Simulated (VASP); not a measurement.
# Na3Li (Pm-3m) in VASP: further runs

Runs on Na3Li. Level: PBE. Tasks: single point, relaxation of cell and atoms.

All numbers are computed with VASP 6.6.1; they aren't measurements. Logs are shortened: lines on timing, memory, paths and dates and some standing lists are left out, and cuts for length are marked.

### 1 The cell of the first run

Symmetry: Pm-3m, No. 221, cubic system. Conventional cell: a = 5.048 Å, b = 5.048 Å, c = 5.048 Å, α = 90.00°, β = 90.00°, γ = 90.00°. Within 4.7 Å of Na (site symmetry 4/mmm) lie 8 Na at 3.57 Å and 4 Li at 3.57 Å. Within 4.7 Å of Li (site symmetry m-3m) lie 12 Na at 3.57 Å.

### 2 Single point, PBE

INCAR

```
SYSTEM = Na3Li
  PREC = Accurate
  ENCUT = 520
  EDIFF = 1E-6
  ISMEAR = 0
  SIGMA = 0.1
  LREAL = .False.
  LASPH = .True.
  NELM = 60
  ALGO = Normal
  ISIF = 2
  LWAVE = .False.
  LCHARG = .False.
  GGA = PE
  NBANDS = 20
```

KPOINTS

```
regular mesh
0
Gamma
  4 4 4
  0 0 0
```

POSCAR

```
Na3Li
1.0
    5.0478952487      0.0000000000      0.0000000000
    0.0000000000      5.0478952487      0.0000000000
    0.0000000000      0.0000000000      5.0478952487
Na Li
3 1
Direct
    0.0000000000      0.5000000000      0.5000000000
    0.5000000000      0.0000000000      0.5000000000
    0.5000000000      0.5000000000      0.0000000000
    0.0000000000      0.0000000000      0.0000000000
```

Potentials or basis: VASP PAW PBE potentials, release 64 (Na_pv, Li_sv).

On the command line:

```console
cat potpaw_PBE.64/Na_pv/POTCAR potpaw_PBE.64/Li_sv/POTCAR > POTCAR
mpirun -np 1 vasp_std > vasp.out
```

OUTCAR:

```text
SYSTEM = Na3Li
   PREC = Accurate
   ENCUT = 520
   EDIFF = 1E-6
   ISMEAR = 0
   LREAL = .False.
   LASPH = .True.
   NELM = 60
   ISIF = 2
   GGA = PE

 ion  position               nearest neighbor table
   1  0.000  0.500  0.500-
   2  0.500  0.000  0.500-
   3  0.500  0.500  0.000-
   4  0.000  0.000  0.000-

  LATTYP: Found a simple cubic cell.
 ALAT       =     5.0478952487

  Lattice vectors:

 A1 = (   5.0478952487,   0.0000000000,   0.0000000000)
 A2 = (   0.0000000000,   5.0478952487,   0.0000000000)
 A3 = (   0.0000000000,   0.0000000000,   5.0478952487)

Analysis of symmetry for initial positions (statically):
=====================================================================
 Subroutine PRICEL returns:
 Original cell was already a primitive cell.

 Routine SETGRP: Setting up the symmetry group for a
 simple cubic supercell.

 Subroutine GETGRP returns: Found 48 space group operations
 (whereof 48 operations were pure point group operations)
 out of a pool of 48 trial point group operations.

The static configuration has the point symmetry O_h .

Analysis of symmetry for dynamics (positions and initial velocities):
=====================================================================
 Subroutine PRICEL returns:
 Original cell was already a primitive cell.

 Routine SETGRP: Setting up the symmetry group for a
 simple cubic supercell.

 Subroutine GETGRP returns: Found 48 space group operations
 (whereof 48 operations were pure point group operations)
 out of a pool of 48 trial point group operations.

The dynamic configuration has the point symmetry O_h .

 Subroutine INISYM returns: Found 48 space group operations
 (whereof 48 operations are pure point group operations),
 and found     1 'primitive' translations

----------------------------------------------------------------------------------------

                                     Primitive cell

  volume of cell :     128.6267

  direct lattice vectors                    reciprocal lattice vectors
     5.047895249  0.000000000  0.000000000     0.198102368  0.000000000  0.000000000
     0.000000000  5.047895249  0.000000000     0.000000000  0.198102368  0.000000000
     0.000000000  0.000000000  5.047895249     0.000000000  0.000000000  0.198102368

  length of vectors
     5.047895249  5.047895249  5.047895249     0.198102368  0.198102368  0.198102368

  position of ions in fractional coordinates (direct lattice)
     0.000000000  0.500000000  0.500000000
     0.500000000  0.000000000  0.500000000
     0.500000000  0.500000000  0.000000000
     0.000000000  0.000000000  0.000000000

  ion indices of the primitive-cell ions
   primitive index   ion index
                 1           1
                 2           2
                 3           3
                 4           4

----------------------------------------------------------------------------------------

 KPOINTS: regular mesh

Automatic generation of k-mesh.
 Grid dimensions read from file:
 generate k-points for:    4    4    4

 Generating k-lattice:

  Cartesian coordinates                     Fractional coordinates (reciprocal lattice)
     0.049525592  0.000000000  0.000000000     0.250000000  0.000000000  0.000000000
     0.000000000  0.049525592  0.000000000     0.000000000  0.250000000  0.000000000
     0.000000000  0.000000000  0.049525592     0.000000000  0.000000000  0.250000000

  Length of vectors
     0.049525592  0.049525592  0.049525592

  Shift w.r.t. Gamma in fractional coordinates (k-lattice)
     0.000000000  0.000000000  0.000000000

 Subroutine IBZKPT returns following result:
 ===========================================

 Found     10 irreducible k-points:

 Following reciprocal coordinates:
            Coordinates               Weight
  0.000000  0.000000  0.000000      1.000000
  0.250000  0.000000  0.000000      6.000000
  0.500000  0.000000  0.000000      3.000000
  0.250000  0.250000  0.000000     12.000000
  0.500000  0.250000  0.000000     12.000000
  0.500000  0.500000  0.000000      3.000000
  0.250000  0.250000  0.250000      8.000000
  0.500000  0.250000  0.250000     12.000000
  0.500000  0.500000  0.250000      6.000000
  0.500000  0.500000  0.500000      1.000000
   k-points           NKPTS =     10   k-points in BZ     NKDIM =     10   number of bands    NBANDS=     20
   number of dos      NEDOS =    301   number of ions     NIONS =      4
   total plane-waves  NPLWV =  64000
   dimension x,y,z NGX =    40 NGY =   40 NGZ =   40
   dimension x,y,z NGXF=    80 NGYF=   80 NGZF=   80
   ions per type =               3   1
   NGX,Y,Z   is equivalent  to a cutoff of  13.17, 13.17, 13.17 a.u.
   NGXF,Y,Z  is equivalent  to a cutoff of  26.35, 26.35, 26.35 a.u.
 SYSTEM =  Na3Li
   PREC   = accura    normal or accurate (medium, high low for compatibility)
   ISTART =      0    job   : 0-new  1-cont  2-samecut
   ICHARG =      2    charge: 1-file 2-atom 10-const
   ISPIN  =      1    spin polarized calculation?
   LNONCOLLINEAR =      F non collinear calculations
   LSORBIT =      F    spin-orbit coupling
   LASPH  =      T    aspherical Exc in radial PAW
   ENCUT  =  520.0 eV  38.22 Ry    6.18 a.u.   9.39  9.39  9.39*2*pi/ulx,y,z
   NELM   =     60;   NELMIN=  2; NELMDL= -5     # of ELM steps
   EDIFF  = 0.1E-05   stopping-criterion for ELM
   LREAL  =      F    real-space projection
   EDIFFG = 0.1E-04   stopping-criterion for IOM
   NSW    =      0    number of steps for IOM
   IBRION =     -1    ionic relax: 0-MD 1-quasi-New 2-CG
   NFREE  =      0    steps in history (QN), initial steepest desc. (CG)
   ISIF   =      2    stress and relaxation
   ISYM   =      2    0-nonsym 1-usesym 2-fastsym
   POTIM  = 0.5000    time-step for ionic-motion
   TEBEG  =    0.0;   TEEND  =   0.0 temperature during run
   PSTRESS=    0.0 pullay stress
   NELECT =      24.0000    total number of electrons
   NUPDOWN=      -1.0000    fix difference up-down
   EMIN   =  10.00;   EMAX   =-10.00  energy-range for DOS
   EFERMI =   0.00;   METHOD = LEGACY
   ISMEAR =     0;   SIGMA  =   0.10  broadening in eV -4-tet -1-fermi 0-gaus
   EFERMI_NEDOS =   21; number of points for ismear=-14 and -15
   IALGO  =     38    algorithm
   IMIX   =      4    mixing-type and parameters
     AMIX     =   0.40;   BMIX     =  1.00
     AMIX_MAG =   1.60;   BMIX_MAG =  1.00
  volume/ion in A,a.u.               =      32.16       217.00
  Fermi-wavevector in a.u.,A,eV,Ry     =   0.935481  1.767803 11.906791  0.875124
  Thomas-Fermi vector in A             =   2.062393
   LORBIT       =      0    0 simple, 1 ext, 2 COOP (PROOUT), +10 PAW based schemes
   GGA     = PE    functional components
   LHFCALC =     F    Hartree Fock is set to
   AEXX    =    0.0000 exact exchange contribution
   IVDW    =     0    specifies the selected vdW correction
   LEPSILON=     F    determine dielectric tensor
   LRPA    =     F    only Hartree local field effects (RPA)
 non-spin polarized calculation
 Gauss-broadening in eV      SIGMA  =   0.10
  energy-cutoff  :      520.00
  volume of cell :      128.63
 maximum number of plane-waves:      3495
 NGX is ok and might be reduce to    40
   NGX = 19   NGY = 19   NGZ = 19

 number of electron      23.9999952 magnetization

 Free energy of the ion-electron system (eV)
  ---------------------------------------------------
  ext. energy  EPLUGINS =         0.00000000
  ---------------------------------------------------
  free energy    TOTEN  =        -5.62858348 eV

  energy without entropy =       -5.61602532  energy(sigma->0) =       -5.62230440

 E-fermi :   0.4682     XC(G=0):  -6.6687

 val. band max:        0.3405182619   @ k =   0.5000   0.5000   0.2500
 cond. band min:       0.4828655732   @ k =   0.2500   0.2500   0.0000
 fundamental gap:      0.1423473113
 Fermi energy:         0.4681615230

 k-point     1 :       0.0000    0.0000    0.0000
  band No.  band energies     occupation
      1     -47.0419      2.00000
      2     -24.3091      2.00000
      3     -24.3091      2.00000
      4     -24.3091      2.00000
      5     -24.2762      2.00000
      6     -24.2762      2.00000
[... 12 lines left out ...]
     19       7.1920      0.00000
     20       7.1920      0.00000

 k-point     2 :       0.2500    0.0000    0.0000
  band No.  band energies     occupation
      1     -47.0419      2.00000
      2     -24.3063      2.00000
      3     -24.3063      2.00000
      4     -24.3042      2.00000
      5     -24.2773      2.00000
      6     -24.2773      2.00000
[... 12 lines left out ...]
     19       5.6727      0.00000
     20       6.4358      0.00000

 k-point     3 :       0.5000    0.0000    0.0000
  band No.  band energies     occupation
      1     -47.0419      2.00000
      2     -24.3030      2.00000
      3     -24.3030      2.00000
      4     -24.2960      2.00000
      5     -24.2832      2.00000
      6     -24.2794      2.00000
[... 12 lines left out ...]
     19       5.6697      0.00000
     20       6.0044      0.00000

 k-point     4 :       0.2500    0.2500    0.0000
  band No.  band energies     occupation
      1     -47.0419      2.00000
      2     -24.3096      2.00000
      3     -24.3034      2.00000
      4     -24.2957      2.00000
      5     -24.2856      2.00000
      6     -24.2778      2.00000
[... 12 lines left out ...]
     19       5.9688      0.00000
     20       6.0603      0.00000

 k-point     5 :       0.5000    0.2500    0.0000
  band No.  band energies     occupation
      1     -47.0419      2.00000
      2     -24.3092      2.00000
      3     -24.2998      2.00000
      4     -24.2917      2.00000
      5     -24.2882      2.00000
      6     -24.2800      2.00000
[... 12 lines left out ...]
     19       6.5270      0.00000
     20       6.8524      0.00000

 k-point     6 :       0.5000    0.5000    0.0000
  band No.  band energies     occupation
      1     -47.0419      2.00000
      2     -24.3126      2.00000
      3     -24.2965      2.00000
      4     -24.2953      2.00000
      5     -24.2799      2.00000
      6     -24.2799      2.00000
[... 12 lines left out ...]
     19       5.9199      0.00000
     20       5.9199      0.00000

 k-point     7 :       0.2500    0.2500    0.2500
  band No.  band energies     occupation
      1     -47.0419      2.00000
      2     -24.3158      2.00000
      3     -24.2943      2.00000
      4     -24.2943      2.00000
      5     -24.2861      2.00000
      6     -24.2838      2.00000
[... 12 lines left out ...]
     19       6.5952      0.00000
     20       6.5962      0.00000

 k-point     8 :       0.5000    0.2500    0.2500
  band No.  band energies     occupation
      1     -47.0419      2.00000
      2     -24.3180      2.00000
      3     -24.2923      2.00000
      4     -24.2907      2.00000
      5     -24.2898      2.00000
      6     -24.2895      2.00000
[... 12 lines left out ...]
     19       7.0669      0.00000
     20       7.1391      0.00000

 k-point     9 :       0.5000    0.5000    0.2500
  band No.  band energies     occupation
      1     -47.0419      2.00000
      2     -24.3228      2.00000
      3     -24.2964      2.00000
      4     -24.2915      2.00000
      5     -24.2915      2.00000
      6     -24.2854      2.00000
[... 12 lines left out ...]
     19       8.0443      0.00000
     20       8.6066      0.00000

 k-point    10 :       0.5000    0.5000    0.5000
  band No.  band energies     occupation
      1     -47.0419      2.00000
      2     -24.3292      2.00000
      3     -24.2964      2.00000
      4     -24.2964      2.00000
      5     -24.2964      2.00000
      6     -24.2792      2.00000
[... 12 lines left out ...]
     19      10.2328      0.00000
     20      10.2328      0.00000

------------------------ aborting loop because EDIFF is reached ----------------------------------------

  FORCE on cell =-STRESS in cart. coord.  units (eV):
  Direction    XX          YY          ZZ          XY          YZ          ZX
  --------------------------------------------------------------------------------------
  -------------------------------------------------------------------------------------
  Total        0.1715963      0.1715963      0.1715963     -0.0000000     -0.0000000      0.0000000
  in kB        2.1374085      2.1374085      2.1374085     -0.0000000     -0.0000000      0.0000000
  external PRESSURE =       2.1374085 kB  Pullay stress =       0.0000000 kB

 VOLUME and BASIS-vectors are now :
 -----------------------------------------------------------------------------
  energy-cutoff  :      520.00
  volume of cell :      128.63
      direct lattice vectors                 reciprocal lattice vectors
     5.047895249  0.000000000  0.000000000     0.198102368  0.000000000  0.000000000
     0.000000000  5.047895249  0.000000000     0.000000000  0.198102368  0.000000000
     0.000000000  0.000000000  5.047895249     0.000000000  0.000000000  0.198102368

 POSITION                                       TOTAL-FORCE (eV/Angst)
 -----------------------------------------------------------------------------------
      0.00000      2.52395      2.52395         0.000000      0.000000      0.000000
      2.52395      0.00000      2.52395         0.000000      0.000000      0.000000
      2.52395      2.52395      0.00000         0.000000      0.000000      0.000000
      0.00000      0.00000      0.00000         0.000000      0.000000      0.000000
 -----------------------------------------------------------------------------------
    total drift:                               -0.000000      0.000000     -0.000000

  FREE ENERGIE OF THE ION-ELECTRON SYSTEM (eV)
  ---------------------------------------------------
  free  energy   TOTEN  =        -5.6285834754 eV

  energy  without entropy=       -5.6160253180  energy(sigma->0) =       -5.62230440
```

Run time: 34 s. Hardware: 1 thread of Intel Xeon 8259CL, shared host; peak memory 0.23 GiB.

What came out:

```yaml
Free_energy: -5.6286 eV
Band_gap_on_the_k_mesh: zero (bands 12 and 13 overlap by 2.17 eV)
```

Levels at points of the mesh, in eV from the Fermi level:
| k point | band 8 | band 9 | band 10 | band 11 | band 12 | band 13 | band 14 | band 15 | band 16 | band 17 |
| --- | --- | --- | --- | --- | --- | --- | --- | --- | --- | --- |
| (0.00, 0.00, 0.00) | -24.74 | -24.74 | -24.74 | -3.42 | 1.67 | 1.67 | 1.67 | 2.47 | 2.82 | 2.82 |
| (0.50, 0.00, 0.00) | -24.74 | -24.74 | -24.74 | -2.06 | -1.92 | 2.64 | 2.64 | 3.00 | 3.46 | 3.46 |
| (0.50, 0.50, 0.00) | -24.75 | -24.75 | -24.73 | -0.70 | -0.70 | -0.50 | -0.48 | 3.45 | 4.70 | 4.85 |
| (0.50, 0.50, 0.50) | -24.73 | -24.73 | -24.73 | 0.34 | 0.34 | 0.34 | 0.66 | 1.08 | 1.33 | 1.33 |

Caveat: the cutoff is under 1.25 times the usual one of these potentials, so pressure, stress and relaxed cells hold a basis-set (Pulay) error.

### 3 Relaxation of cell and atoms, PBE

This run uses another cell than the first one, of 21.40 Å³/atom.

INCAR

```
PREC = Accurate
ENCUT = 600
EDIFF = 1E-6
ISMEAR = 0
SIGMA = 0.1
LREAL = F
LASPH = T
NELM = 80
ALGO = Normal
ISIF = 3
LWAVE = F
LCHARG = F
GGA = PE
IBRION = 2
NSW = 100
EDIFFG = -0.05
```

KPOINTS

```
regular mesh
0
Gamma
  4 4 4
```

POSCAR

```
Na3Li
1.0
    4.4072490818      0.0000000000      0.0000000000
    0.0000000000      4.4072490818      0.0000000000
    0.0000000000      0.0000000000      4.4072490818
Na Li
3 1
Direct
    0.0000000000      0.5000000000      0.5000000000
    0.5000000000      0.0000000000      0.5000000000
    0.5000000000      0.5000000000      0.0000000000
    0.0000000000      0.0000000000      0.0000000000
```

Potentials or basis: VASP PAW PBE potentials, release 64 (Na_pv, Li_sv).

On the command line:

```console
cat potpaw_PBE.64/Na_pv/POTCAR potpaw_PBE.64/Li_sv/POTCAR > POTCAR
mpirun -np 1 vasp_std > vasp.out
```

It took 72 s on 1 thread of Intel Xeon 8259CL, shared host; peak memory 0.2 GiB.

Results (log left out):

```
Free energy                           : -5.6100 eV
Relaxed volume                        : 31.94 Å³/atom
Relaxed cell                          : a = 5.037 Å, b = 5.037 Å, c = 5.037 Å, α = 90.00°, β = 90.00°, γ = 90.00°
Space group after relaxing (to 0.1 Å) : Pm-3m (No. 221)
Energy gained by relaxing             : 207.0 meV/atom
Ionic steps                           : 4
Pressure after relaxing               : 0.1 GPa
Band gap on the k mesh                : zero (bands 12 and 13 overlap by 2.16 eV)
```

The path:
```
step  energy change (eV)  largest force (eV/Å)  pressure (GPa)  volume (Å³)
   1              0.0000                0.0000            8.19        85.61
   2             -0.5239                0.0000            4.00        99.89
   3             -0.8110                0.0000            0.74       121.09
   4             -0.8279                0.0000            0.12       127.78
```

Final structure:
```
Na Li
1.0
     5.03677    0.00000    0.00000
     0.00000    5.03677    0.00000
     0.00000    0.00000    5.03677
Na Li
3 1
Direct
  0.00000 0.50000 0.50000
  0.50000 0.00000 0.50000
  0.50000 0.50000 0.00000
  0.00000 0.00000 0.00000
```

Levels at points of the mesh, in eV from the Fermi level:
| k point | band 9 | band 10 | band 11 | band 12 | band 13 | band 14 | band 15 | band 16 |
| --- | --- | --- | --- | --- | --- | --- | --- | --- |
| (0.00, 0.00, 0.00) | -24.73 | -24.73 | -3.44 | 1.67 | 1.67 | 1.67 | 2.49 | 2.83 |
| (0.50, 0.00, 0.00) | -24.73 | -24.73 | -2.07 | -1.92 | 2.64 | 2.64 | 3.01 | 3.47 |
| (0.50, 0.50, 0.00) | -24.74 | -24.72 | -0.70 | -0.70 | -0.49 | -0.48 | 3.45 | 4.72 |
| (0.50, 0.50, 0.50) | -24.72 | -24.72 | 0.34 | 0.34 | 0.34 | 0.66 | 1.10 | 1.34 |

Caveat: the cutoff is under 1.25 times the usual one of these potentials, so pressure, stress and relaxed cells hold a basis-set (Pulay) error; the volume moved by over 15 % at a fixed basis, so the end points are rough.
